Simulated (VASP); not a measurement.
Input of a VASP 6.6.1 run:

File INCAR:

```
ALGO     = Normal         # electronic algorithm
EDIFF    = 1E-6           # SCF threshold, eV
ENCUT    = 520            # plane-wave cutoff, eV
GGA      = PE             # functional
ISIF     = 2              # what is computed and relaxed
ISMEAR   = 0              # smearing method
LASPH    = T              # aspherical terms in the spheres
LCHARG   = F              # write CHGCAR
LREAL    = F              # projectors in reciprocal space
LWAVE    = F              # write WAVECAR
NBANDS   = 36             # bands
NELM     = 80             # most SCF steps
PREC     = Accurate       # precision mode
SIGMA    = 0.1            # smearing width, eV
```

File KPOINTS:

```
k-points
0
Gamma
  4 4 4
```

The input POSCAR:

```
Nb4C
1.0
    0.0000000000      3.7166681746      3.7166681746
    3.7166681746      0.0000000000      3.7166681746
    3.7166681746      3.7166681746      0.0000000000
Nb C
4 1
Direct
    0.3783672018      0.3783672018      0.3783672018
    0.3783672018      0.3783672018      0.8648983945
    0.3783672018      0.8648983945      0.3783672018
    0.8648983945      0.3783672018      0.3783672018
    0.0000000000      0.0000000000      0.0000000000
```

Potentials or basis: VASP PAW PBE potentials, release 64 (Nb_sv, C).

The run is started by

```bash
$ cat potpaw_PBE.64/Nb_sv/POTCAR potpaw_PBE.64/C/POTCAR > POTCAR
$ mpirun -np 1 vasp_std > vasp.out
```

(1) Predict the pressure.

(2) Predict the band gap on the k mesh.

(3) Predict the largest force.

Answers

(1) 0.0 GPa.

(2) zero (bands 28 and 29 overlap by 0.87 eV).

(3) 0.044 eV/Å.

Caveat: the k points lie up to 0.37 Å⁻¹ apart, too coarse for converged energies and pressures of a metal.
